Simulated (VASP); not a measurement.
# SiO2 (P4_2/mnm) in VASP: further runs

Runs on SiO2. Level: LDA. Tasks: single point.

Everything below comes from runs of VASP 6.6.1. Logs are shortened: lines on timing, memory, paths and dates and some standing lists are left out, and cuts for length are marked.

**1. The cell of the first run**

The structure is tetragonal, space group P4_2/mnm (No. 136). Conventional cell: a = 4.309 Å, b = 4.309 Å, c = 2.474 Å, α = 90.00°, β = 90.00°, γ = 90.00°. Si (site symmetry mmm) has 6 O at 1.71 to 1.86 Å within 2.3 Å. Within 2.3 Å of O (site symmetry m2m) lie 3 Si at 1.71 to 1.86 Å.

**2. Single point, LDA (volume 7.658 Å^3 an atom, c/a of the conventional cell 0.5742)**

The input, INCAR:

```
SYSTEM = SiO2
ALGO = Normal
EDIFF = 1E-6
ENCUT = 520
ISIF = 2
ISMEAR = 0
LASPH = .TRUE.
LCHARG = .FALSE.
LREAL = .FALSE.
LWAVE = .FALSE.
NBANDS = 25
NELM = 60
PREC = Accurate
SIGMA = 0.05
```

The input, KPOINTS:

```
k-points
0
G
  6 6 10
  0 0 0
```

The input, POSCAR:

```
SiO2
1.0
    4.3092533754      0.0000000000      0.0000000000
    0.0000000000      4.3092533754      0.0000000000
    0.0000000000      0.0000000000      2.4743732881
Si O
2 4
Direct
    0.5000000000      0.5000000000      0.5000000000
    0.0000000000      0.0000000000      0.0000000000
    0.6944252994      0.6944252994      0.0000000000
    0.1944252994      0.8055747006      0.5000000000
    0.3055747006      0.3055747006      0.0000000000
    0.8055747006      0.1944252994      0.5000000000
```

Potentials or basis: VASP PAW LDA potentials, release 64 (Si, O).

Started as:

```sh
cat potpaw_LDA.64/Si/POTCAR potpaw_LDA.64/O/POTCAR > POTCAR
mpirun -np 1 vasp_std > vasp.out
```

OUTCAR:

```text
SYSTEM = SiO2
   EDIFF = 1E-6
   ENCUT = 520
   ISIF = 2
   ISMEAR = 0
   LASPH = .TRUE.
   LREAL = .FALSE.
   NELM = 60
   PREC = Accurate

 ion  position               nearest neighbor table
   1  0.500  0.500  0.500-   3 1.71   5 1.71   3 1.71   5 1.71   4 1.86   6 1.86
   2  0.000  0.000  0.000-   4 1.71   6 1.71   4 1.71   6 1.71   5 1.86   3 1.86
   3  0.694  0.694  0.000-   1 1.71   1 1.71   2 1.86
   4  0.194  0.806  0.500-   2 1.71   2 1.71   1 1.86
   5  0.306  0.306  0.000-   1 1.71   1 1.71   2 1.86
   6  0.806  0.194  0.500-   2 1.71   2 1.71   1 1.86

  LATTYP: Found a simple tetragonal cell.
 ALAT       =     4.3092533754
 C/A-ratio  =     0.5742000000

  Lattice vectors:

 A1 = (   4.3092533754,   0.0000000000,   0.0000000000)
 A2 = (   0.0000000000,   4.3092533754,   0.0000000000)
 A3 = (   0.0000000000,   0.0000000000,   2.4743732881)

Analysis of symmetry for initial positions (statically):
=====================================================================
 Subroutine PRICEL returns:
 Original cell was already a primitive cell.

 Routine SETGRP: Setting up the symmetry group for a
 simple tetragonal supercell.

 Subroutine GETGRP returns: Found 16 space group operations
 (whereof  8 operations were pure point group operations)
 out of a pool of 16 trial point group operations.

The static configuration has the point symmetry D_2h.
 The point group associated with its full space group is D_4h.

Analysis of symmetry for dynamics (positions and initial velocities):
=====================================================================
 Subroutine PRICEL returns:
 Original cell was already a primitive cell.

 Routine SETGRP: Setting up the symmetry group for a
 simple tetragonal supercell.

 Subroutine GETGRP returns: Found 16 space group operations
 (whereof  8 operations were pure point group operations)
 out of a pool of 16 trial point group operations.

The dynamic configuration has the point symmetry D_2h.
 The point group associated with its full space group is D_4h.

 Subroutine INISYM returns: Found 16 space group operations
 (whereof  8 operations are pure point group operations),
 and found     1 'primitive' translations

----------------------------------------------------------------------------------------

                                     Primitive cell

  volume of cell :      45.9483

  direct lattice vectors                    reciprocal lattice vectors
     4.309253375  0.000000000  0.000000000     0.232058761  0.000000000  0.000000000
     0.000000000  4.309253375  0.000000000     0.000000000  0.232058761  0.000000000
     0.000000000  0.000000000  2.474373288     0.000000000  0.000000000  0.404142740

  length of vectors
     4.309253375  4.309253375  2.474373288     0.232058761  0.232058761  0.404142740

  position of ions in fractional coordinates (direct lattice)
     0.500000000  0.500000000  0.500000000
     0.000000000  0.000000000  0.000000000
     0.694425299  0.694425299  0.000000000
     0.194425299  0.805574701  0.500000000
     0.305574701  0.305574701  0.000000000
     0.805574701  0.194425299  0.500000000

  ion indices of the primitive-cell ions
   primitive index   ion index
                 1           1
                 2           2
                 3           3
                 4           4
                 5           5
                 6           6

----------------------------------------------------------------------------------------

 KPOINTS: k-points

Automatic generation of k-mesh.
 Grid dimensions read from file:
 generate k-points for:    6    6   10

 Generating k-lattice:

  Cartesian coordinates                     Fractional coordinates (reciprocal lattice)
     0.038676460  0.000000000  0.000000000     0.166666667  0.000000000  0.000000000
     0.000000000  0.038676460  0.000000000     0.000000000  0.166666667  0.000000000
     0.000000000  0.000000000  0.040414274     0.000000000  0.000000000  0.100000000

  Length of vectors
     0.038676460  0.038676460  0.040414274

  Shift w.r.t. Gamma in fractional coordinates (k-lattice)
     0.000000000  0.000000000  0.000000000

 Subroutine IBZKPT returns following result:
 ===========================================

 Found     60 irreducible k-points:

 Following reciprocal coordinates:
            Coordinates               Weight
  0.000000  0.000000  0.000000      1.000000
  0.166667  0.000000  0.000000      4.000000
  0.333333  0.000000  0.000000      4.000000
  0.500000  0.000000  0.000000      2.000000
  0.166667  0.166667  0.000000      4.000000
  0.333333  0.166667  0.000000      8.000000
[... 16 lines left out ...]
  0.333333  0.000000  0.200000      8.000000
  0.500000  0.000000  0.200000      4.000000
 [... further k-points ...]
   k-points           NKPTS =     60   k-points in BZ     NKDIM =     60   number of bands    NBANDS=     25
   number of dos      NEDOS =    301   number of ions     NIONS =      6
   total plane-waves  NPLWV =  18432
   dimension x,y,z NGX =    32 NGY =   32 NGZ =   18
   dimension x,y,z NGXF=    64 NGYF=   64 NGZF=   36
   ions per type =               2   4
   NGX,Y,Z   is equivalent  to a cutoff of  12.35, 12.35, 12.09 a.u.
   NGXF,Y,Z  is equivalent  to a cutoff of  24.69, 24.69, 24.19 a.u.
 SYSTEM =  SiO2
   PREC   = accura    normal or accurate (medium, high low for compatibility)
   ISTART =      0    job   : 0-new  1-cont  2-samecut
   ICHARG =      2    charge: 1-file 2-atom 10-const
   ISPIN  =      1    spin polarized calculation?
   LNONCOLLINEAR =      F non collinear calculations
   LSORBIT =      F    spin-orbit coupling
   LASPH  =      T    aspherical Exc in radial PAW
   ENCUT  =  520.0 eV  38.22 Ry    6.18 a.u.   8.01  8.01  4.60*2*pi/ulx,y,z
   NELM   =     60;   NELMIN=  2; NELMDL= -5     # of ELM steps
   EDIFF  = 0.1E-05   stopping-criterion for ELM
   LREAL  =      F    real-space projection
   EDIFFG = 0.1E-04   stopping-criterion for IOM
   NSW    =      0    number of steps for IOM
   IBRION =     -1    ionic relax: 0-MD 1-quasi-New 2-CG
   NFREE  =      0    steps in history (QN), initial steepest desc. (CG)
   ISIF   =      2    stress and relaxation
   ISYM   =      2    0-nonsym 1-usesym 2-fastsym
   POTIM  = 0.5000    time-step for ionic-motion
   TEBEG  =    0.0;   TEEND  =   0.0 temperature during run
   PSTRESS=    0.0 pullay stress
   NELECT =      32.0000    total number of electrons
   NUPDOWN=      -1.0000    fix difference up-down
   EMIN   =  10.00;   EMAX   =-10.00  energy-range for DOS
   EFERMI =   0.00;   METHOD = LEGACY
   ISMEAR =     0;   SIGMA  =   0.05  broadening in eV -4-tet -1-fermi 0-gaus
   EFERMI_NEDOS =   21; number of points for ismear=-14 and -15
   IALGO  =     38    algorithm
   IMIX   =      4    mixing-type and parameters
     AMIX     =   0.40;   BMIX     =  1.00
     AMIX_MAG =   1.60;   BMIX_MAG =  1.00
  volume/ion in A,a.u.               =       7.66        51.68
  Fermi-wavevector in a.u.,A,eV,Ry     =   1.451115  2.742209 28.650247  2.105734
  Thomas-Fermi vector in A             =   2.568649
   LORBIT       =      0    0 simple, 1 ext, 2 COOP (PROOUT), +10 PAW based schemes
   GGA     = CA    functional components
   LHFCALC =     F    Hartree Fock is set to
   AEXX    =    0.0000 exact exchange contribution
   IVDW    =     0    specifies the selected vdW correction
   LEPSILON=     F    determine dielectric tensor
   LRPA    =     F    only Hartree local field effects (RPA)
 non-spin polarized calculation
 Gauss-broadening in eV      SIGMA  =   0.05
  energy-cutoff  :      520.00
  volume of cell :       45.95
 maximum number of plane-waves:      1272
   NGX = 17   NGY = 17   NGZ =  9

 number of electron      32.0000036 magnetization

 Free energy of the ion-electron system (eV)
  ---------------------------------------------------
  ext. energy  EPLUGINS =         0.00000000
  ---------------------------------------------------
  free energy    TOTEN  =       -51.33950259 eV

  energy without entropy =      -51.33950259  energy(sigma->0) =      -51.33950259

 E-fermi :   8.3218     XC(G=0): -12.7658

 val. band max:        8.0215413289   @ k =   0.0000   0.0000   0.0000
 cond. band min:      13.9830956493   @ k =   0.0000   0.0000   0.0000
 fundamental gap:      5.9615543203
 Fermi energy:         8.3217710711

 k-point     1 :       0.0000    0.0000    0.0000
  band No.  band energies     occupation
      1     -14.5085      2.00000
      2     -10.9489      2.00000
      3     -10.9489      2.00000
      4     -10.9140      2.00000
      5      -2.9023      2.00000
      6       1.0164      2.00000
[... 17 lines left out ...]
     24      21.7129      0.00000
     25      22.7905      0.00000

 k-point     2 :       0.1667    0.0000    0.0000
  band No.  band energies     occupation
      1     -14.3722      2.00000
      2     -11.6894      2.00000
      3     -10.8776      2.00000
      4     -10.4484      2.00000
      5      -2.7748      2.00000
      6       0.3448      2.00000
[... 17 lines left out ...]
     24      21.8330      0.00000
     25      22.8125      0.00000

 k-point     3 :       0.3333    0.0000    0.0000
  band No.  band energies     occupation
      1     -13.9732      2.00000
      2     -12.5464      2.00000
      3     -10.6873      2.00000
      4     -10.3197      2.00000
      5      -2.3693      2.00000
      6      -0.7209      2.00000
[... 17 lines left out ...]
     24      22.4163      0.00000
     25      22.4865      0.00000

 k-point     4 :       0.5000    0.0000    0.0000
  band No.  band energies     occupation
      1     -13.3436      2.00000
      2     -13.3436      2.00000
      3     -10.4554      2.00000
      4     -10.4554      2.00000
      5      -1.6694      2.00000
      6      -1.6694      2.00000
[... 17 lines left out ...]
     24      22.1137      0.00000
     25      23.1188      0.00000
[... 477 lines left out ...]
 k-point    22 :       0.1667    0.0000    0.2000
  band No.  band energies     occupation
      1     -13.7461      2.00000
      2     -11.2763      2.00000
      3     -10.5061      2.00000
      4     -10.2012      2.00000
      5      -2.3527      2.00000
      6       0.7715      2.00000
[... 17 lines left out ...]
     24      22.0798      0.00000
     25      22.2107      0.00000

 k-point    23 :       0.3333    0.0000    0.2000
  band No.  band energies     occupation
      1     -13.3694      2.00000
      2     -12.0459      2.00000
      3     -10.3536      2.00000
      4     -10.0817      2.00000
      5      -1.8460      2.00000
      6      -0.2344      2.00000
[... 17 lines left out ...]
     24      21.7666      0.00000
     25      22.3149      0.00000

 k-point    24 :       0.5000    0.0000    0.2000
  band No.  band energies     occupation
      1     -12.7802      2.00000
      2     -12.7802      2.00000
      3     -10.1751      2.00000
      4     -10.1751      2.00000
      5      -1.1252      2.00000
      6      -1.1252      2.00000
[... 17 lines left out ...]
     24      21.8071      0.00000
     25      22.3338      0.00000

 [... further k-points ...]
[... 5 lines left out ...]
  --------------------------------------------------------------------------------------
  -------------------------------------------------------------------------------------
  Total       -3.3853734     -3.3853734     14.3685936      0.0000000      0.0000000      0.0000000
  in kB     -118.0450769   -118.0450769    501.0205791      0.0000000      0.0000000      0.0000000
  external PRESSURE =      88.3101417 kB  Pullay stress =       0.0000000 kB

 VOLUME and BASIS-vectors are now :
 -----------------------------------------------------------------------------
  energy-cutoff  :      520.00
  volume of cell :       45.95
      direct lattice vectors                 reciprocal lattice vectors
     4.309253375  0.000000000  0.000000000     0.232058761  0.000000000  0.000000000
     0.000000000  4.309253375  0.000000000     0.000000000  0.232058761  0.000000000
     0.000000000  0.000000000  2.474373288     0.000000000  0.000000000  0.404142740

 POSITION                                       TOTAL-FORCE (eV/Angst)
 -----------------------------------------------------------------------------------
      2.15463      2.15463      1.23719         0.000000      0.000000      0.000000
      0.00000      0.00000      0.00000         0.000000      0.000000      0.000000
      2.99245      2.99245      0.00000        -0.415164     -0.415164      0.000000
      0.83783      3.47143      1.23719        -0.415164      0.415164     -0.000000
      1.31680      1.31680      0.00000         0.415164      0.415164     -0.000000
      3.47143      0.83783      1.23719         0.415164     -0.415164      0.000000
 -----------------------------------------------------------------------------------
    total drift:                                0.000000      0.000000     -0.000000

  FREE ENERGIE OF THE ION-ELECTRON SYSTEM (eV)
  ---------------------------------------------------
  free  energy   TOTEN  =       -51.3395025948 eV

  energy  without entropy=      -51.3395025948  energy(sigma->0) =      -51.33950259
```

Wall time 66 s (1 thread of AMD EPYC 7R13, shared host); peak memory 0.14 GiB.

What came out:

```
Free energy            : -51.3395 eV
Pressure               : 8.8 GPa
Largest force          : 0.587 eV/Å
Band gap on the k mesh : 5.96 eV, direct
```

Forces in eV/Å, atoms in the order of the input:
```
Si   0.000  0.000  0.000
Si   0.000  0.000  0.000
O   -0.415 -0.415  0.000
O   -0.415  0.415  0.000
O    0.415  0.415  0.000
O    0.415 -0.415  0.000
```

Stress tensor (GPa, compression positive):
```
-11.80   0.00   0.00
  0.00 -11.80   0.00
  0.00   0.00  50.10
```

**3. Single point, LDA (volume 7.658 Å^3 an atom, c/a of the conventional cell 0.5339)**

The input, INCAR:

```
PREC = Accurate
ENCUT = 520
EDIFF = 1E-6
ISMEAR = 0
SIGMA = 0.05
LREAL = False
LASPH = True
NELM = 60
ALGO = Normal
ISIF = 2
LWAVE = False
LCHARG = True
LELF = True
LVHAR = True
NBANDS = 25
```

The input, KPOINTS:

```
Automatic mesh
0
Gamma
  6 6 10
```

POSCAR: that of step 2 with these lines changed.

```diff
@@ -2,5 +2,5 @@
 1.0
-    4.3092533754      0.0000000000      0.0000000000
-    0.0000000000      4.3092533754      0.0000000000
-    0.0000000000      0.0000000000      2.4743732881
+    4.4150584035      0.0000000000      0.0000000000
+    0.0000000000      4.4150584035      0.0000000000
+    0.0000000000      0.0000000000      2.3571996816
 Si O
```

Potentials or basis: VASP PAW LDA potentials, release 64 (Si, O).

Started as:

```sh
cat potpaw_LDA.64/Si/POTCAR potpaw_LDA.64/O/POTCAR > POTCAR
mpirun -np 1 vasp_std > vasp.out
```

Wall time 82 s (1 thread of AMD EPYC 7R13, shared host); peak memory 0.14 GiB.

It converged, with:

| Property | Result |
| --- | --- |
| Free energy | -50.1406 eV |
| Pressure | 17.3 GPa |
| Largest force | 1.068 eV/Å |
| Band gap on the k mesh | 5.67 eV, direct |

Forces on the atoms (eV/Å):
```
Si   0.000  0.000  0.000
Si   0.000  0.000  0.000
O   -0.755 -0.755  0.000
O   -0.755  0.755  0.000
O    0.755  0.755  0.000
O    0.755 -0.755  0.000
```

Stress tensor (GPa, compression positive):
```
-19.99   0.00   0.00
  0.00 -19.99   0.00
  0.00   0.00  91.80
```

Levels at points of the mesh, in eV from the valence-band top:
| k point | band 14 | band 15 | band 16 | band 17 | band 18 | band 19 |
| --- | --- | --- | --- | --- | --- | --- |
| (0.00, 0.00, 0.00) | -0.98 | -0.98 | 0.00 | 5.67 | 10.01 | 10.19 |
| (0.50, 0.00, 0.00) | -1.22 | -1.22 | -1.22 | 7.95 | 7.95 | 10.84 |
| (0.50, 0.50, 0.00) | -1.91 | -1.58 | -1.58 | 8.57 | 8.57 | 10.55 |
| (0.00, 0.00, 0.50) | -2.39 | -2.28 | -2.28 | 8.91 | 8.91 | 11.56 |
| (0.50, 0.00, 0.50) | -2.24 | -1.43 | -1.43 | 8.54 | 8.54 | 8.62 |
| (0.50, 0.50, 0.50) | -1.81 | -1.24 | -1.24 | 6.74 | 6.74 | 10.58 |

Caveat: forces of over 1 eV/Å act on the atoms, so gaps and moduli don't describe the material at rest. A k mesh can miss the band edges.

**4. Single point, LDA (volume 7.168 Å^3 an atom, c/a of the conventional cell 0.5339)**

The input, INCAR:

```
ALGO     = Normal         # electronic algorithm
EDIFF    = 1E-6           # SCF threshold, eV
ENCUT    = 520            # plane-wave cutoff, eV
GGA      = CA             # functional
ISIF     = 2              # what is computed and relaxed
ISMEAR   = 0              # smearing method
LASPH    = T              # aspherical terms in the spheres
LCHARG   = F              # write CHGCAR
LREAL    = F              # projectors in reciprocal space
LWAVE    = F              # write WAVECAR
NBANDS   = 25             # bands
NELM     = 60             # most SCF steps
PREC     = Accurate       # precision mode
SIGMA    = 0.05           # smearing width, eV
```

The input, KPOINTS:

```
k-points
0
Gamma
  6 6 10
```

POSCAR: that of step 3 with these lines changed.

```diff
@@ -2,5 +2,5 @@
 1.0
-    4.4150584035      0.0000000000      0.0000000000
-    0.0000000000      4.4150584035      0.0000000000
-    0.0000000000      0.0000000000      2.3571996816
+    4.3188001594      0.0000000000      0.0000000000
+    0.0000000000      4.3188001594      0.0000000000
+    0.0000000000      0.0000000000      2.3058074051
 Si O
```

Started as:

```sh
cat potpaw_LDA.64/Si/POTCAR potpaw_LDA.64/O/POTCAR > POTCAR
mpirun -np 1 vasp_std > vasp.out
```

Run time: 29 s. Hardware: 1 thread of Intel Xeon 6975P-C, shared host; peak memory 0.16 GiB.

The run converged. Its results:

* Free energy: -49.5709 eV
* Pressure: 45.4 GPa
* Largest force: 0.109 eV/Å
* Band gap on the k mesh: 6.71 eV, direct

Forces on the atoms (eV/Å):
```
Si   0.000  0.000  0.000
Si   0.000  0.000  0.000
O   -0.077 -0.077  0.000
O   -0.077  0.077  0.000
O    0.077  0.077  0.000
O    0.077 -0.077  0.000
```

Stress tensor (GPa, compression positive):
```
  0.64   0.00   0.00
  0.00   0.64   0.00
  0.00   0.00 134.92
```

Levels at points of the mesh, in eV from the valence-band top:
```
           k point  band 13  band 14  band 15  band 16  band 17  band 18  band 19  band 20
(0.00, 0.00, 0.00)    -1.01    -1.01    -0.93     0.00     6.71    10.33    10.99    10.99
(0.50, 0.00, 0.00)    -1.28    -1.28    -1.23    -1.23     8.72     8.72    11.54    11.54
(0.50, 0.50, 0.00)    -1.93    -1.93    -1.64    -1.64     9.41     9.41    10.97    10.97
(0.00, 0.00, 0.50)    -2.61    -2.61    -2.53    -2.53     9.84     9.84    12.33    12.33
(0.50, 0.00, 0.50)    -2.42    -2.42    -1.57    -1.57     9.19     9.19     9.31     9.31
(0.50, 0.50, 0.50)    -1.95    -1.95    -1.36    -1.36     7.51     7.51    11.12    11.12
```

 A k mesh can miss the band edges.

(Continued in part 2 of 2.)
